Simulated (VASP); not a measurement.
# BaO: single point with PBEsol

Crystal: BaO.

```xyz
2
Lattice="0.0000 2.7500 2.7500 2.7500 0.0000 2.7500 2.7500 2.7500 0.0000" Properties=species:S:1:pos:R:3 pbc="T T T"
Ba    0.0000    0.0000    0.0000
O     2.7500    2.7500    2.7500
```

| Property | Result |
| --- | --- |
| Program | VASP 6.6.1 |
| Task | single point |
| Functional | PBEsol |
| Potentials or basis | VASP PAW PBE potentials, release 64 (Ba_sv, O_h) |
| Cutoff | 1340 eV |
| k mesh | 6 × 6 × 6 |
| Occupations | gaussian, width 0.1 eV |
| Spin | no spin polarisation |

```yaml
Pressure: 1.4 GPa
Band_gap_on_the_k_mesh: 1.79 eV
```

Levels at points of the mesh, in eV from the valence-band top:
```csv
k point,band 4,band 5,band 6,band 7,band 8,band 9,band 10,band 11,band 12,band 13
"(0.00, 0.00, 0.00)",-10.29,-10.29,-0.41,-0.41,-0.41,3.45,4.62,4.62,4.62,6.96
"(0.50, 0.00, 0.00)",-10.42,-10.42,-2.14,-1.61,-1.61,4.88,7.21,7.21,8.12,10.69
"(0.50, 0.50, 0.00)",-10.93,-10.93,-0.20,-0.20,0.00,1.79,6.01,8.99,9.35,9.92
```

It took 45 s on 1 thread of Intel(R) Xeon(R) Platinum 8375C CPU @ 2.90GHz (Ice Lake), on a shared host, peak memory 0.34 GiB.

Caveat: the PAW data sets were made with another functional, which shifts forces and pressure a little; spin-orbit coupling is left out, which moves the levels of the heavy elements. A hybrid or GW would open this gap; PBEsol tends to underestimate it.
